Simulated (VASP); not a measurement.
# In15P17 (a cell with a defect) in VASP: single point with PBE

Aim: the single point of In15P17 (a cell with a defect) with PBE.

Everything below comes from runs of VASP 6.6.1. Logs are shortened: lines on timing, memory, paths and dates and some standing lists are left out, and cuts for length are marked.

## Step 1: The cell of the first run

The cell holds a defect, 32 atoms: a = 10.323 Å, b = 10.323 Å, c = 10.323 Å, α = 109.47°, β = 109.47°, γ = 109.47°.

## Step 2: Single point, PBE

File INCAR:

```
PREC = Accurate
ENCUT = 520
EDIFF = 1E-6
ISMEAR = 0
SIGMA = 0.02
LREAL = Auto
LASPH = True
NELM = 80
ALGO = Normal
ISIF = 2
LWAVE = False
LCHARG = False
GGA = PE
NBANDS = 162
NELECT = 278.0
```

File KPOINTS:

```
Automatic mesh
0
Gamma
  2 2 2
  0.5 0.5 0.5
```

File POSCAR:

```
In15P17
1.0
   -5.9597880289      5.9597880289      5.9597880289
    5.9597880289     -5.9597880289      5.9597880289
    5.9597880289      5.9597880289     -5.9597880289
P In
17 15
Direct
    0.5000000000      0.5000000000      0.0000000000
    0.2784374671      0.5000000000      0.0000000000
    0.2501637030      0.7554932187      0.7501637030
    0.2445067813     -0.0053295157      0.4946704843
    0.5000000000      0.2784374671      0.0000000000
    0.2501637030      0.2501637030      0.2554932187
    0.5000000000      0.5000000000      0.7784374671
    0.5000000000      0.7498362970      0.5053295157
    0.7498362970      0.0053295157      0.0000000000
    0.5000000000      0.0053295157      0.2498362970
    0.7554932187      0.2501637030      0.7501637030
    0.7498362970      0.5000000000      0.5053295157
    0.0053295157      0.7498362970      0.0000000000
    0.7215625329      0.7215625329      0.2215625329
   -0.0053295157     -0.0053295157      0.7445067813
   -0.0053295157      0.2445067813      0.4946704843
    0.0053295157      0.5000000000      0.2498362970
    0.5000000000      0.7538301226      0.7588126116
    0.5000000000      0.0000000000      0.5000000000
    0.7538301226      0.2588126116      0.0000000000
    0.5000000000      0.2588126116      0.2538301226
    0.7538301226      0.5000000000      0.7588126116
    0.7411873884      0.7411873884      0.4950175110
    0.0000000000      0.0000000000      0.0000000000
    0.7411873884     -0.0049824890      0.2411873884
    0.0049824890      0.2461698774      0.7461698774
    0.0000000000      0.5000000000      0.5000000000
    0.2588126116      0.7538301226      0.0000000000
   -0.0049824890      0.7411873884      0.2411873884
    0.2461698774      0.0049824890      0.7461698774
    0.2461698774      0.2461698774      0.5049824890
    0.2588126116      0.5000000000      0.2538301226
```

Potentials or basis: VASP PAW PBE potentials, release 64 (P, In_d).

Run with:

```
> cat potpaw_PBE.64/P/POTCAR potpaw_PBE.64/In_d/POTCAR > POTCAR
> mpirun -np 1 vasp_std > vasp.out
```

OUTCAR:

```text
PREC = Accurate
   ENCUT = 520
   EDIFF = 1E-6
   ISMEAR = 0
   LREAL = Auto
   LASPH = True
   NELM = 80
   ISIF = 2
   GGA = PE
   NELECT = 278.0

 ion  position               nearest neighbor table
   1  0.500  0.500  0.000-   2 2.29   5 2.29   7 2.29  14 2.29
   2  0.278  0.500  0.000-   1 2.29  26 2.69  28 2.69  32 2.69
   3  0.250  0.755  0.750-  18 2.56  28 2.56  27 2.60  30 2.60
   4  0.245  0.995  0.495-  30 2.56  31 2.56  19 2.60  29 2.60
   5  0.500  0.278  0.000-   1 2.29  20 2.69  21 2.69  30 2.69
   6  0.250  0.250  0.255-  21 2.56  32 2.56  24 2.60  31 2.60
[... 24 lines left out ...]
  31  0.246  0.246  0.505-   4 2.56  16 2.56   6 2.60   7 2.69
  32  0.259  0.500  0.254-   8 2.56   6 2.56  17 2.60   2 2.69

  LATTYP: Found a body centered cubic cell.
 ALAT       =    11.9195760578

  Lattice vectors:

 A1 = (  -5.9597880289,   5.9597880289,   5.9597880289)
 A2 = (   5.9597880289,  -5.9597880289,   5.9597880289)
 A3 = (   5.9597880289,   5.9597880289,  -5.9597880289)

Analysis of symmetry for initial positions (statically):
=====================================================================
 Subroutine PRICEL returns:
 Original cell was already a primitive cell.

 Routine SETGRP: Setting up the symmetry group for a
 body centered cubic supercell.

 Subroutine GETGRP returns: Found 24 space group operations
 (whereof  8 operations were pure point group operations)
 out of a pool of 48 trial point group operations.

The static configuration has the point symmetry D_2d.
 The point group associated with its full space group is T_d .

Analysis of symmetry for dynamics (positions and initial velocities):
=====================================================================
 Subroutine PRICEL returns:
 Original cell was already a primitive cell.

 Routine SETGRP: Setting up the symmetry group for a
 body centered cubic supercell.

 Subroutine GETGRP returns: Found 24 space group operations
 (whereof  8 operations were pure point group operations)
 out of a pool of 48 trial point group operations.

The dynamic configuration has the point symmetry D_2d.
 The point group associated with its full space group is T_d .

 Subroutine INISYM returns: Found 24 space group operations
 (whereof  8 operations are pure point group operations),
 and found     1 'primitive' translations

----------------------------------------------------------------------------------------

                                     Primitive cell

  volume of cell :     846.7446

  direct lattice vectors                    reciprocal lattice vectors
    -5.959788029  5.959788029  5.959788029     0.000000000  0.083895601  0.083895601
     5.959788029 -5.959788029  5.959788029     0.083895601  0.000000000  0.083895601
     5.959788029  5.959788029 -5.959788029     0.083895601  0.083895601  0.000000000

  length of vectors
    10.322655668 10.322655668 10.322655668     0.118646297  0.118646297  0.118646297

  position of ions in fractional coordinates (direct lattice)
     0.500000000  0.500000000  0.000000000
     0.278437467  0.500000000  0.000000000
     0.250163703  0.755493219  0.750163703
     0.244506781  0.994670484  0.494670484
     0.500000000  0.278437467  0.000000000
     0.250163703  0.250163703  0.255493219
[... 24 lines left out ...]
     0.246169877  0.246169877  0.504982489
     0.258812612  0.500000000  0.253830123

  ion indices of the primitive-cell ions
   primitive index   ion index
                 1           1
                 2           2
                 3           3
                 4           4
                 5           5
                 6           6
[... 24 lines left out ...]
                31          31
                32          32

----------------------------------------------------------------------------------------

 KPOINTS: Automatic mesh

Automatic generation of k-mesh.
 Grid dimensions read from file:
 generate k-points for:    2    2    2

 Generating k-lattice:

  Cartesian coordinates                     Fractional coordinates (reciprocal lattice)
     0.000000000  0.041947801  0.041947801     0.500000000  0.000000000  0.000000000
     0.041947801  0.000000000  0.041947801     0.000000000  0.500000000  0.000000000
     0.041947801  0.041947801  0.000000000     0.000000000  0.000000000  0.500000000

  Length of vectors
     0.059323149  0.059323149  0.059323149

  Shift w.r.t. Gamma in fractional coordinates (k-lattice)
     0.500000000  0.500000000  0.500000000

 Subroutine IBZKPT returns following result:
 ===========================================

 Found      2 irreducible k-points:

 Following reciprocal coordinates:
            Coordinates               Weight
  0.250000  0.250000  0.250000      2.000000
 -0.250000  0.250000  0.250000      6.000000
   k-points           NKPTS =      2   k-points in BZ     NKDIM =      2   number of bands    NBANDS=    162
   number of dos      NEDOS =    301   number of ions     NIONS =     32
   total plane-waves  NPLWV = 512000
   dimension x,y,z NGX =    80 NGY =   80 NGZ =   80
   dimension x,y,z NGXF=   160 NGYF=  160 NGZF=  160
   ions per type =              17  15
   NGX,Y,Z   is equivalent  to a cutoff of  12.88, 12.88, 12.88 a.u.
   NGXF,Y,Z  is equivalent  to a cutoff of  25.77, 25.77, 25.77 a.u.
 SYSTEM =  unknown system
   PREC   = accura    normal or accurate (medium, high low for compatibility)
   ISTART =      0    job   : 0-new  1-cont  2-samecut
   ICHARG =      2    charge: 1-file 2-atom 10-const
   ISPIN  =      1    spin polarized calculation?
   LNONCOLLINEAR =      F non collinear calculations
   LSORBIT =      F    spin-orbit coupling
   LASPH  =      T    aspherical Exc in radial PAW
   ENCUT  =  520.0 eV  38.22 Ry    6.18 a.u.  19.19 19.19 19.19*2*pi/ulx,y,z
   NELM   =     80;   NELMIN=  2; NELMDL= -5     # of ELM steps
   EDIFF  = 0.1E-05   stopping-criterion for ELM
   LREAL  =      T    real-space projection
   EDIFFG = 0.1E-04   stopping-criterion for IOM
   NSW    =      0    number of steps for IOM
   IBRION =     -1    ionic relax: 0-MD 1-quasi-New 2-CG
   NFREE  =      0    steps in history (QN), initial steepest desc. (CG)
   ISIF   =      2    stress and relaxation
   ISYM   =      2    0-nonsym 1-usesym 2-fastsym
   POTIM  = 0.5000    time-step for ionic-motion
   TEBEG  =    0.0;   TEEND  =   0.0 temperature during run
   PSTRESS=    0.0 pullay stress
   NELECT =     278.0000    total number of electrons
   NUPDOWN=      -1.0000    fix difference up-down
   EMIN   =  10.00;   EMAX   =-10.00  energy-range for DOS
   EFERMI =   0.00;   METHOD = LEGACY
   ISMEAR =     0;   SIGMA  =   0.02  broadening in eV -4-tet -1-fermi 0-gaus
   EFERMI_NEDOS =   21; number of points for ismear=-14 and -15
   IALGO  =     38    algorithm
   IMIX   =      4    mixing-type and parameters
     AMIX     =   0.40;   BMIX     =  1.00
     AMIX_MAG =   1.60;   BMIX_MAG =  1.00
  volume/ion in A,a.u.               =      26.46       178.57
  Fermi-wavevector in a.u.,A,eV,Ry     =   1.129377  2.134213 17.354129  1.275492
  Thomas-Fermi vector in A             =   2.266070
   LORBIT       =      0    0 simple, 1 ext, 2 COOP (PROOUT), +10 PAW based schemes
   GGA     = PE    functional components
   LHFCALC =     F    Hartree Fock is set to
   AEXX    =    0.0000 exact exchange contribution
   IVDW    =     0    specifies the selected vdW correction
   LEPSILON=     F    determine dielectric tensor
   LRPA    =     F    only Hartree local field effects (RPA)
 non-spin polarized calculation
 Gauss-broadening in eV      SIGMA  =   0.02
  energy-cutoff  :      520.00
  volume of cell :      846.74
 maximum number of plane-waves:     22768
 NGX is ok and might be reduce to    80
   NGX = 39   NGY = 39   NGZ = 39

 number of electron     277.9999989 magnetization

 Free energy of the ion-electron system (eV)
  ---------------------------------------------------
  ext. energy  EPLUGINS =         0.00000000
  ---------------------------------------------------
  free energy    TOTEN  =      -145.80817719 eV

  energy without entropy =     -145.80817719  energy(sigma->0) =     -145.80817719

 E-fermi :   4.2307     XC(G=0):  -8.9631

 val. band max:        4.1056050518   @ k =   0.2500   0.2500   0.2500
 cond. band min:       5.3074241427   @ k =   0.2500   0.2500   0.2500
 fundamental gap:      1.2018190909
 Fermi energy:         4.2306747310

 k-point     1 :       0.2500    0.2500    0.2500
  band No.  band energies     occupation
      1      -9.6350      2.00000
      2      -9.6209      2.00000
      3      -9.6209      2.00000
      4      -9.6209      2.00000
      5      -9.6178      2.00000
      6      -9.6178      2.00000
[... 143 lines left out ...]
    150       7.1255      0.00000
    151       7.1255      0.00000

 k-point     2 :      -0.2500    0.2500    0.2500
  band No.  band energies     occupation
      1      -9.6344      2.00000
      2      -9.6344      2.00000
      3      -9.6330      2.00000
      4      -9.6219      2.00000
      5      -9.6181      2.00000
      6      -9.6093      2.00000
[... 143 lines left out ...]
    150       7.1503      0.00000
    151       7.4085      0.00000
 [bands above 151 left out]

------------------------ aborting loop because EDIFF is reached ----------------------------------------

  FORCE on cell =-STRESS in cart. coord.  units (eV):
  Direction    XX          YY          ZZ          XY          YZ          ZX
  --------------------------------------------------------------------------------------
  -------------------------------------------------------------------------------------
  Total      -25.8973541    -25.8973541    -25.8973541      0.0000000      0.0000000      0.0000000
  in kB      -49.0019706    -49.0019706    -49.0019706      0.0000000      0.0000000      0.0000000
  external PRESSURE =     -49.0019706 kB  Pullay stress =       0.0000000 kB

 VOLUME and BASIS-vectors are now :
 -----------------------------------------------------------------------------
  energy-cutoff  :      520.00
  volume of cell :      846.74
      direct lattice vectors                 reciprocal lattice vectors
    -5.959788029  5.959788029  5.959788029     0.000000000  0.083895601  0.083895601
     5.959788029 -5.959788029  5.959788029     0.083895601  0.000000000  0.083895601
     5.959788029  5.959788029 -5.959788029     0.083895601  0.083895601  0.000000000

 POSITION                                       TOTAL-FORCE (eV/Angst)
 -----------------------------------------------------------------------------------
      0.00000      0.00000      5.95979        -0.000000     -0.000000      0.000000
      1.32047     -1.32047      4.63932        -0.011076      0.011076      0.011076
      7.48247      1.45916      1.52269        -0.000527      0.002420     -0.000527
      7.41895     -1.52269      4.43710         0.002420      0.000527      0.000527
     -1.32047      1.32047      4.63932         0.011076     -0.011076      0.011076
      1.52269      1.52269      1.45916        -0.000527     -0.000527      0.002420
[... 24 lines left out ...]
      3.00959      3.00959     -0.07535         0.004063      0.004063     -0.006104
      2.95020      0.07535      3.00959        -0.004063      0.006104      0.004063
 -----------------------------------------------------------------------------------
    total drift:                                0.000019      0.000019      0.000027

  FREE ENERGIE OF THE ION-ELECTRON SYSTEM (eV)
  ---------------------------------------------------
  free  energy   TOTEN  =      -145.8081771943 eV

  energy  without entropy=     -145.8081771943  energy(sigma->0) =     -145.80817719
```

Wall time 6.3 min (1 thread of Intel Xeon 6975P-C (Granite Rapids), shared host); peak memory 1 GiB.

What came out:

* Free energy: -145.8082 eV
* Largest force: 0.019 eV/Å

Forces on the atoms (eV/Å):
```
P    0.000  0.000  0.000
P   -0.011  0.011  0.011
P   -0.001  0.002 -0.001
P    0.002  0.001  0.001
P    0.011 -0.011  0.011
P   -0.001 -0.001  0.002
P    0.011  0.011 -0.011
P   -0.002 -0.001  0.001
P   -0.001  0.001 -0.002
P   -0.002  0.001 -0.001
P    0.002 -0.001 -0.001
P   -0.001 -0.002  0.001
P    0.001 -0.001 -0.002
P   -0.011 -0.011 -0.011
P    0.001  0.001  0.002
P    0.001  0.002  0.001
P    0.001 -0.002 -0.001
In   0.006  0.004 -0.004
In   0.000  0.000  0.000
In   0.004 -0.004  0.006
In   0.006 -0.004  0.004
In   0.004  0.006 -0.004
In  -0.004 -0.004 -0.006
In   0.000  0.000  0.000
In  -0.004 -0.006 -0.004
In  -0.006  0.004  0.004
In   0.000  0.000  0.000
In  -0.004  0.004  0.006
In  -0.006 -0.004 -0.004
In   0.004 -0.006  0.004
In   0.004  0.004 -0.006
In  -0.004  0.006  0.004
```

Caveat: the cell carries a net charge on a neutralising background, which shifts energy and pressure; the cell is charged against a uniform background, so pressure and absolute levels hang on convention; spin-orbit coupling is left out, which moves the levels of the heavy elements.
